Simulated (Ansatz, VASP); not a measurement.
## One calculation of Mn, two programs

```
CELL_PARAMETERS angstrom
-1.54050 1.54050 1.54050
1.54050 -1.54050 1.54050
1.54050 1.54050 -1.54050
ATOMIC_POSITIONS crystal
Mn 0.00000 0.00000 0.00000
```

Alike in both runs: task single point; functional PBE; k mesh 6 × 6 × 6; occupations fermi-dirac, width 0.1 eV; collinear spin; Hubbard terms Mn d U = 6.3 eV.

|  | VASP | Ansatz |
| --- | --- | --- |
| version | VASP 6.6.1 | Ansatz 0.2.0 |
| potentials or method | VASP PAW PBE potentials, release 64 (Mn_pv), cutoff 500 eV | PAW, plane waves, scalar-relativistic |
| valence electrons in the cell | 13 | 15 |

Ansatz gave:

| Property | Result |
| --- | --- |
| net moment per atom (μB) | 4.35 |
| size of the moment on the site where the two differ most (μB) | 4.20 |

Problem. What did VASP give for the same quantities?

Solution. net moment per atom (μB): 4.34; size of the moment on the site where the two differ most (μB): 4.29.

Site moments also hang on the region over which each program counts them. The programs project onto different local orbitals, so the same U acts differently, and such runs can settle in different states. VASP's potentials hold 13 valence electrons a cell and Ansatz's 15, so a difference there can come from the potentials and not from the codes. Ansatz's warnings: filled band counts differ across k points.

The k mesh is coarse, so the values compare programs but aren't converged.
